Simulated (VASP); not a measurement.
Input of a VASP 6.6.1 run:

File INCAR:

```
SYSTEM = LiSi16
  PREC = Accurate
  ENCUT = 520
  EDIFF = 1E-7
  ISMEAR = -1
  SIGMA = 0.05
  LREAL = Auto
  LASPH = .True.
  NELM = 80
  ALGO = Normal
  ISIF = 2
  LWAVE = .False.
  LCHARG = .False.
  IBRION = 2
  NSW = 45
  EDIFFG = -0.08
  NELECT = 66.0
```

The input KPOINTS:

```
regular mesh
0
Gamma
  2 2 2
  0 0 0
```

Contents of POSCAR:

```
LiSi16
1.0
    0.0000000000      5.4300000000      5.4300000000
    5.4300000000      0.0000000000      5.4300000000
    5.4300000000      5.4300000000      0.0000000000
Si Li
16 1
Direct
    0.0000000000      0.0000000000      0.0000000000
    0.1250000000      0.1250000000      0.1250000000
    0.0000000000      0.0000000000      0.5000000000
    0.1250000000      0.1250000000      0.6250000000
    0.0000000000      0.5000000000      0.0000000000
    0.1250000000      0.6250000000      0.1250000000
    0.0000000000      0.5000000000      0.5000000000
    0.1250000000      0.6250000000      0.6250000000
    0.5000000000      0.0000000000      0.0000000000
    0.6250000000      0.1250000000      0.1250000000
    0.5000000000      0.0000000000      0.5000000000
    0.6250000000      0.1250000000      0.6250000000
    0.5000000000      0.5000000000      0.0000000000
    0.6250000000      0.6250000000      0.1250000000
    0.5000000000      0.5000000000      0.5000000000
    0.6250000000      0.6250000000      0.6250000000
    0.2511643000      0.7519258000      0.7470140000
```

Potentials or basis: VASP PAW LDA potentials, release 64 (Si, Li_sv).

Launch:

```console
$ cat potpaw_LDA.64/Si/POTCAR potpaw_LDA.64/Li_sv/POTCAR > POTCAR
$ mpirun -np 1 vasp_std > vasp.out
```

Task: What does it give for the energy gained by relaxing?

Result: 5.8 meV/atom.

Step by step:
| step | energy change (eV) | largest force (eV/Å) | pressure (GPa) |
| --- | --- | --- | --- |
| 1 | 0.0000 | 0.8918 | -4.17 |
| 2 | -0.0978 | 0.0829 | -4.24 |
| 3 | -0.0982 | 0.0679 | -4.23 |

Caveat: the k points lie up to 0.50 Å⁻¹ apart; the cell carries a net charge on a neutralising background, which shifts energy and pressure; the cell is charged against a uniform background, so pressure and absolute levels hang on convention; the cutoff is under 1.25 times the usual one of these potentials, so pressure, stress and relaxed cells hold a basis-set (Pulay) error; the relaxation stopped at a loose force limit of 0.08 eV/Å, so its end isn't a converged minimum.
